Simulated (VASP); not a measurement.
# GaAs (F-43m) in VASP: further runs, part 2 of 2

VASP 6.6.1.

## 4. Electric field gradients, LDA (22.36 Å³/atom)

This run uses another cell than the first one, of 22.36 Å³/atom.

Contents of INCAR:

```
SYSTEM = GaAs
ALGO = Normal ; EDIFF = 1E-8
ENCUT = 520 ; GGA = CA
ISIF = 2 ; ISMEAR = -1
LASPH = .True. ; LCHARG = .False.
LEFG = .True. ; LREAL = .False.
LWAVE = .False. ; NBANDS = 16
NELM = 100 ; PREC = Accurate
SIGMA = 0.05
```

Contents of KPOINTS:

```
k-points
0
Gamma
  11 11 11
  0 0 0
```

Contents of POSCAR:

```
GaAs
1.0
    0.0000000000      2.8173955816      2.8173955816
    2.8173955816      0.0000000000      2.8173955816
    2.8173955816      2.8173955816      0.0000000000
Ga As
1 1
Direct
    0.0000000000      0.0000000000      0.0000000000
    0.7500000000      0.7500000000      0.7500000000
```

Potentials or basis: VASP PAW LDA potentials, release 64 (Ga_d, As).

Run with:

```
$ cat potpaw_LDA.64/Ga_d/POTCAR potpaw_LDA.64/As/POTCAR > POTCAR
$ mpirun -np 1 vasp_std > vasp.out
```

OUTCAR:

```text
SYSTEM = GaAs
   EDIFF = 1E-8
   ENCUT = 520
   GGA = CA
   ISIF = 2
   ISMEAR = -1
   LASPH = .True.
   LREAL = .False.
   NELM = 100
   PREC = Accurate

 ion  position               nearest neighbor table
   1  0.000  0.000  0.000-   2 2.44   2 2.44   2 2.44   2 2.44
   2  0.750  0.750  0.750-   1 2.44   1 2.44   1 2.44   1 2.44

  LATTYP: Found a face centered cubic cell.
 ALAT       =     5.6347911632

  Lattice vectors:

 A1 = (   0.0000000000,   2.8173955816,   2.8173955816)
 A2 = (   2.8173955816,   0.0000000000,   2.8173955816)
[... 668 lines left out ...]
  ---------------------------------------------------
  free  energy   TOTEN  =        -9.6402804189 eV

  energy  without entropy=       -9.6402499568  energy(sigma->0) =       -9.64026519

 Electric field gradients (V/A^2)
---------------------------------------------------------------------
 ion       V_xx      V_yy      V_zz      V_xy      V_xz      V_yz
---------------------------------------------------------------------
   1      -0.000     0.000    -0.000    -0.003    -0.003    -0.003
   2       0.000     0.000     0.000     0.000     0.000     0.000
---------------------------------------------------------------------

 Electric field gradients after diagonalization (V/A^2)
 (convention: |V_zz| > |V_xx| > |V_yy|)
----------------------------------------------------------------------
 ion       V_xx      V_yy      V_zz     asymmetry (V_yy - V_xx)/ V_zz
----------------------------------------------------------------------
   1       0.003     0.003    -0.007       0.000
   2      -0.000    -0.000     0.000       0.000
----------------------------------------------------------------------

           NMR quadrupolar parameters

 Cq : quadrupolar parameter    Cq=e*Q*V_zz/h
 eta: asymmetry parameters     (V_yy - V_xx)/ V_zz
 Q  : nuclear electric quadrupole moment in mb (millibarn)
----------------------------------------------------------------------
 ion       Cq(MHz)       eta       Q (mb)
----------------------------------------------------------------------
   1      -0.000       0.000       1.000
   2       0.000       0.000       1.000
----------------------------------------------------------------------
```

stdout:

```text
POSCAR found type information on POSCAR GaAs
 POSCAR found :  2 types and       2 ions
 scaLAPACK will be used
 LDA part: xc-table for (Slater(with rela. corr.)+CA(PZ))
 , standard interpolation
 POSCAR, INCAR and KPOINTS ok, starting setup
 FFT: planning ... GRIDC
 FFT: planning ... GRID_SOFT
 FFT: planning ... GRID
 WAVECAR not read
 entering main loop
ion   1

ion   2
```

Wall time 59 s (1 thread of Intel Xeon 8259CL, shared host); peak memory 0.18 GiB.

Results:

```yaml
Free_energy: -9.6403 eV
Pressure: -0.9 GPa
Band_gap_on_the_k_mesh: 0.41 eV
Largest_electric_field_gradient_by_atom: under 0.05 V/Å² on every atom
```

Caveat: semilocal functionals underestimate gaps, and a narrow one can read as zero.

## 5. Electric field gradients, LDA (22.36 Å³/atom)

This run uses another cell than the first one, of 22.36 Å³/atom.

Contents of INCAR:

```
SYSTEM = GaAs
PREC     = Accurate       ! precision mode
ENCUT    = 520            ! plane-wave cutoff, eV
EDIFF    = 1E-8           ! SCF threshold, eV
ISMEAR   = -1             ! smearing method
SIGMA    = 0.05           ! smearing width, eV
LREAL    = .FALSE.        ! projectors in reciprocal space
LASPH    = .TRUE.         ! aspherical terms in the spheres
NELM     = 80             ! most SCF steps
ALGO     = Normal         ! electronic algorithm
ISIF     = 2              ! what is computed and relaxed
LWAVE    = .FALSE.        ! write WAVECAR
LCHARG   = .FALSE.        ! write CHGCAR
LEFG     = .TRUE.       
NBANDS   = 16             ! bands
```

Contents of KPOINTS:

```
Automatic mesh
0
G
  11 11 11
  0 0 0
```

POSCAR is that of step 4.

Potentials or basis: VASP PAW LDA potentials, release 64 (Ga_d, As).

Run with:

```
$ cat potpaw_LDA.64/Ga_d/POTCAR potpaw_LDA.64/As/POTCAR > POTCAR
$ mpirun -np 1 vasp_std > vasp.out
```

OUTCAR:

```text
SYSTEM = GaAs
   PREC = Accurate
   ENCUT = 520
   EDIFF = 1E-8
   ISMEAR = -1
   LREAL = .FALSE.
   LASPH = .TRUE.
   NELM = 80
   ISIF = 2

 ion  position               nearest neighbor table
   1  0.000  0.000  0.000-   2 2.44   2 2.44   2 2.44   2 2.44
   2  0.750  0.750  0.750-   1 2.44   1 2.44   1 2.44   1 2.44

  LATTYP: Found a face centered cubic cell.
 ALAT       =     5.6347911632

  Lattice vectors:

 A1 = (   0.0000000000,   2.8173955816,   2.8173955816)
 A2 = (   2.8173955816,   0.0000000000,   2.8173955816)
 A3 = (   2.8173955816,   2.8173955816,   0.0000000000)
[... 668 lines left out ...]
  free  energy   TOTEN  =        -9.6402804189 eV

  energy  without entropy=       -9.6402499568  energy(sigma->0) =       -9.64026519

 Electric field gradients (V/A^2)
---------------------------------------------------------------------
 ion       V_xx      V_yy      V_zz      V_xy      V_xz      V_yz
---------------------------------------------------------------------
   1      -0.000     0.000    -0.000    -0.003    -0.003    -0.003
   2       0.000     0.000     0.000     0.000     0.000     0.000
---------------------------------------------------------------------

 Electric field gradients after diagonalization (V/A^2)
 (convention: |V_zz| > |V_xx| > |V_yy|)
----------------------------------------------------------------------
 ion       V_xx      V_yy      V_zz     asymmetry (V_yy - V_xx)/ V_zz
----------------------------------------------------------------------
   1       0.003     0.003    -0.007       0.000
   2      -0.000    -0.000     0.000       0.000
----------------------------------------------------------------------

           NMR quadrupolar parameters

 Cq : quadrupolar parameter    Cq=e*Q*V_zz/h
 eta: asymmetry parameters     (V_yy - V_xx)/ V_zz
 Q  : nuclear electric quadrupole moment in mb (millibarn)
----------------------------------------------------------------------
 ion       Cq(MHz)       eta       Q (mb)
----------------------------------------------------------------------
   1      -0.000       0.000       1.000
   2       0.000       0.000       1.000
----------------------------------------------------------------------
```

OSZICAR:

```text
N       E                     dE             d eps       ncg     rms          rms(c)
DAV:   1     0.844658848040E+02    0.84466E+02   -0.91214E+03  1856   0.157E+03
DAV:   2    -0.288637539217E+01   -0.87352E+02   -0.82976E+02  2040   0.317E+02
DAV:   3    -0.975904132551E+01   -0.68727E+01   -0.68496E+01  2208   0.680E+01
DAV:   4    -0.986754175708E+01   -0.10850E+00   -0.10848E+00  2192   0.939E+00
DAV:   5    -0.986904574838E+01   -0.15040E-02   -0.15040E-02  2264   0.102E+00    0.302E+00
DAV:   6    -0.968451573704E+01    0.18453E+00   -0.21634E-01  2776   0.817E+00    0.177E+00
DAV:   7    -0.964352895623E+01    0.40987E-01   -0.62759E-02  2552   0.185E+00    0.521E-01
DAV:   8    -0.964029600309E+01    0.32330E-02   -0.87879E-03  2184   0.103E+00    0.106E-01
DAV:   9    -0.964026987029E+01    0.26133E-04   -0.67428E-04  2240   0.322E-01    0.412E-02
DAV:  10    -0.964027567509E+01   -0.58048E-05   -0.40341E-05  2728   0.660E-02    0.216E-02
DAV:  11    -0.964028054971E+01   -0.48746E-05   -0.68944E-06  2064   0.404E-02    0.255E-03
DAV:  12    -0.964028041743E+01    0.13228E-06   -0.52901E-07  2520   0.106E-02    0.200E-03
DAV:  13    -0.964028041894E+01   -0.15189E-08   -0.77538E-08  2352   0.215E-03
   1 F= -.96402804E+01 E0= -.96402652E+01  d E =-.304622E-04
```

Wall time 64 s (1 thread of Intel Xeon 8259CL, shared host); peak memory 0.18 GiB.

Results:

- Free energy: -9.6403 eV
- Pressure: -0.9 GPa
- Band gap on the k mesh: 0.41 eV
- Largest electric field gradient by atom: under 0.05 V/Å² on every atom

Levels at points of the mesh, in eV from the valence-band top:
```
           k point  band 5  band 6  band 7  band 8  band 9  band 10  band 11  band 12  band 13  band 14
(0.00, 0.00, 0.00)  -14.86  -12.84    0.00    0.00    0.00     0.41     3.68     3.68     3.68     7.38
```

Caveat: semilocal functionals underestimate gaps, and a narrow one can read as zero.

## 6. Electric field gradients, LDA (23.04 Å³/atom)

This run uses another cell than the first one, of 23.04 Å³/atom.

Contents of INCAR:

```
ALGO     = Normal         # electronic algorithm
EDIFF    = 1E-8           # SCF threshold, eV
ENCUT    = 520            # plane-wave cutoff, eV
GGA      = CA             # functional
ISIF     = 2              # what is computed and relaxed
ISMEAR   = -1             # smearing method
LASPH    = T              # aspherical terms in the spheres
LCHARG   = F              # write CHGCAR
LEFG     = T            
LREAL    = F              # projectors in reciprocal space
LWAVE    = F              # write WAVECAR
NBANDS   = 16             # bands
NELM     = 60             # most SCF steps
PREC     = Accurate       # precision mode
SIGMA    = 0.05           # smearing width, eV
```

Contents of KPOINTS:

```
k-points
0
Gamma
  11 11 11
```

Contents of POSCAR:

```
GaAs
1.0
    0.0000000000      2.8455714065      2.8455714065
    2.8455714065      0.0000000000      2.8455714065
    2.8455714065      2.8455714065      0.0000000000
Ga As
1 1
Direct
    0.0000000000      0.0000000000      0.0000000000
    0.7500000000      0.7500000000      0.7500000000
```

Potentials or basis: VASP PAW LDA potentials, release 64 (Ga_d, As).

Run with:

```
$ cat potpaw_LDA.64/Ga_d/POTCAR potpaw_LDA.64/As/POTCAR > POTCAR
$ mpirun -np 1 vasp_std > vasp.out
```

OUTCAR:

```text
EDIFF = 1E-8
   ENCUT = 520
   GGA = CA
   ISIF = 2
   ISMEAR = -1
   LASPH = T
   LREAL = F
   NELM = 60
   PREC = Accurate

 ion  position               nearest neighbor table
   1  0.000  0.000  0.000-   2 2.46   2 2.46   2 2.46   2 2.46
   2  0.750  0.750  0.750-   1 2.46   1 2.46   1 2.46   1 2.46

  LATTYP: Found a face centered cubic cell.
 ALAT       =     5.6911428130

  Lattice vectors:

 A1 = (   0.0000000000,   2.8455714065,   2.8455714065)
 A2 = (   2.8455714065,   0.0000000000,   2.8455714065)
 A3 = (   2.8455714065,   2.8455714065,   0.0000000000)

Analysis of symmetry for initial positions (statically):
=====================================================================
 Subroutine PRICEL returns:
 Original cell was already a primitive cell.

 Routine SETGRP: Setting up the symmetry group for a
 face centered cubic supercell.

 Subroutine GETGRP returns: Found 24 space group operations
 (whereof 24 operations were pure point group operations)
 out of a pool of 48 trial point group operations.

The static configuration has the point symmetry T_d .

Analysis of symmetry for dynamics (positions and initial velocities):
=====================================================================
 Subroutine PRICEL returns:
 Original cell was already a primitive cell.

 Routine SETGRP: Setting up the symmetry group for a
 face centered cubic supercell.

 Subroutine GETGRP returns: Found 24 space group operations
 (whereof 24 operations were pure point group operations)
 out of a pool of 48 trial point group operations.

The dynamic configuration has the point symmetry T_d .

[... 149 lines left out ...]
 cond. band min:       3.7982628849   @ k =   0.0000   0.0000   0.0000
 fundamental gap:      0.1853342979
 Fermi energy:         3.7533632268

 k-point     1 :       0.0000    0.0000    0.0000
  band No.  band energies     occupation
      1     -11.2785      2.00000
      2     -11.2785      2.00000
      3     -11.2785      2.00000
      4     -11.2051      2.00000
      5     -11.2051      2.00000
      6      -9.0113      2.00000
[... 433 lines left out ...]
      3     -11.2623      2.00000
      4     -11.2079      2.00000
      5     -11.2031      2.00000
      6      -8.0834      2.00000
[... 8 lines left out ...]
     15      13.6170      0.00000
     16      14.2975      0.00000

 [... further k-points ...]
[... 5 lines left out ...]
  --------------------------------------------------------------------------------------
  -------------------------------------------------------------------------------------
  Total       -0.8184187     -0.8184187     -0.8184187     -0.0000000      0.0000000      0.0000000
  in kB      -28.4542860    -28.4542860    -28.4542860     -0.0000000      0.0000000      0.0000000
  external PRESSURE =     -28.4542860 kB  Pullay stress =       0.0000000 kB

 VOLUME and BASIS-vectors are now :
 -----------------------------------------------------------------------------
  energy-cutoff  :      520.00
  volume of cell :       46.08
      direct lattice vectors                 reciprocal lattice vectors
     0.000000000  2.845571406  2.845571406    -0.175711633  0.175711633  0.175711633
     2.845571406  0.000000000  2.845571406     0.175711633 -0.175711633  0.175711633
     2.845571406  2.845571406  0.000000000     0.175711633  0.175711633 -0.175711633

 POSITION                                       TOTAL-FORCE (eV/Angst)
 -----------------------------------------------------------------------------------
      0.00000      0.00000      0.00000         0.000000      0.000000      0.000000
      4.26836      4.26836      4.26836        -0.000000     -0.000000     -0.000000
 -----------------------------------------------------------------------------------
    total drift:                                0.000000      0.000000     -0.000000

  FREE ENERGIE OF THE ION-ELECTRON SYSTEM (eV)
  ---------------------------------------------------
  free  energy   TOTEN  =        -9.6241891344 eV

  energy  without entropy=       -9.6240364603  energy(sigma->0) =       -9.62411280

 Electric field gradients (V/A^2)
---------------------------------------------------------------------
 ion       V_xx      V_yy      V_zz      V_xy      V_xz      V_yz
---------------------------------------------------------------------
   1      -0.000    -0.000     0.000    -0.002    -0.002    -0.002
   2      -0.000    -0.000    -0.000     0.000     0.000     0.000
---------------------------------------------------------------------

 Electric field gradients after diagonalization (V/A^2)
 (convention: |V_zz| > |V_xx| > |V_yy|)
----------------------------------------------------------------------
 ion       V_xx      V_yy      V_zz     asymmetry (V_yy - V_xx)/ V_zz
----------------------------------------------------------------------
   1       0.002     0.002    -0.005       0.000
   2      -0.000    -0.000     0.000       0.000
----------------------------------------------------------------------

           NMR quadrupolar parameters

 Cq : quadrupolar parameter    Cq=e*Q*V_zz/h
 eta: asymmetry parameters     (V_yy - V_xx)/ V_zz
 Q  : nuclear electric quadrupole moment in mb (millibarn)
----------------------------------------------------------------------
 ion       Cq(MHz)       eta       Q (mb)
----------------------------------------------------------------------
   1      -0.000       0.000       1.000
   2       0.000       0.000       1.000
----------------------------------------------------------------------
```

OSZICAR:

```text
N       E                     dE             d eps       ncg     rms          rms(c)
DAV:   1     0.816958032349E+02    0.81696E+02   -0.89584E+03  1832   0.153E+03
DAV:   2    -0.317776964881E+01   -0.84874E+02   -0.81099E+02  2016   0.301E+02
DAV:   3    -0.973858112646E+01   -0.65608E+01   -0.65341E+01  2232   0.664E+01
DAV:   4    -0.984113728775E+01   -0.10256E+00   -0.10254E+00  2152   0.918E+00
DAV:   5    -0.984268075661E+01   -0.15435E-02   -0.15435E-02  2280   0.101E+00    0.291E+00
DAV:   6    -0.966559399919E+01    0.17709E+00   -0.21425E-01  2752   0.789E+00    0.170E+00
DAV:   7    -0.962749183375E+01    0.38102E-01   -0.58116E-02  2568   0.174E+00    0.518E-01
DAV:   8    -0.962419594963E+01    0.32959E-02   -0.83839E-03  2176   0.993E-01    0.955E-02
DAV:   9    -0.962417751260E+01    0.18437E-04   -0.65388E-04  2240   0.325E-01    0.418E-02
DAV:  10    -0.962418425971E+01   -0.67471E-05   -0.37517E-05  2640   0.588E-02    0.218E-02
DAV:  11    -0.962418925457E+01   -0.49949E-05   -0.67659E-06  2088   0.401E-02    0.224E-03
DAV:  12    -0.962418913260E+01    0.12196E-06   -0.49340E-07  2512   0.100E-02    0.184E-03
DAV:  13    -0.962418913444E+01   -0.18385E-08   -0.77979E-08  2336   0.204E-03
   1 F= -.96241891E+01 E0= -.96241128E+01  d E =-.152674E-03
```

stdout:

```text
POSCAR found type information on POSCAR GaAs
 POSCAR found :  2 types and       2 ions
 scaLAPACK will be used
 LDA part: xc-table for (Slater(with rela. corr.)+CA(PZ))
 , standard interpolation
 POSCAR, INCAR and KPOINTS ok, starting setup
 FFT: planning ... GRIDC
 FFT: planning ... GRID_SOFT
 FFT: planning ... GRID
 WAVECAR not read
 entering main loop
ion   1

ion   2
```

Run time: 62 s. Hardware: 1 thread of Intel Xeon 8259CL, shared host; peak memory 0.18 GiB.

Results:

* Free energy: -9.6242 eV
* Pressure: -2.8 GPa
* Band gap on the k mesh: 0.19 eV
* Largest electric field gradient by atom: under 0.05 V/Å² on every atom

Levels at points of the mesh, in eV from the valence-band top:
```
           k point  band 5  band 6  band 7  band 8  band 9  band 10  band 11  band 12  band 13  band 14
(0.00, 0.00, 0.00)  -14.82  -12.62    0.00    0.00    0.00     0.19     3.67     3.67     3.67     7.28
```

Caveat: semilocal functionals underestimate gaps, and a narrow one can read as zero.

## 7. Summary

```csv
cell,gap on the mesh (eV),pressure (GPa)
"a = 3.944 Å, angles 60.0°, 2 atoms",0.64,1.4
"a = 3.984 Å, angles 60.0°, 2 atoms",0.41,-0.9
"a = 4.024 Å, angles 60.0°, 2 atoms",0.19,-2.8
```

Alike in all rows: task electric field gradients; level LDA; potentials or basis VASP PAW LDA potentials, release 64 (Ga_d, As); no spin polarisation; k mesh 11 × 11 × 11; cutoff (eV) 520; smearing fermi-dirac 0.05 eV.

Caveats: semilocal functionals underestimate gaps, and a narrow one can read as zero; an odd mesh through Γ misses points on the zone boundary, where band edges can lie (at least some runs).

Absolute energies hang on the potentials; compare differences alone.
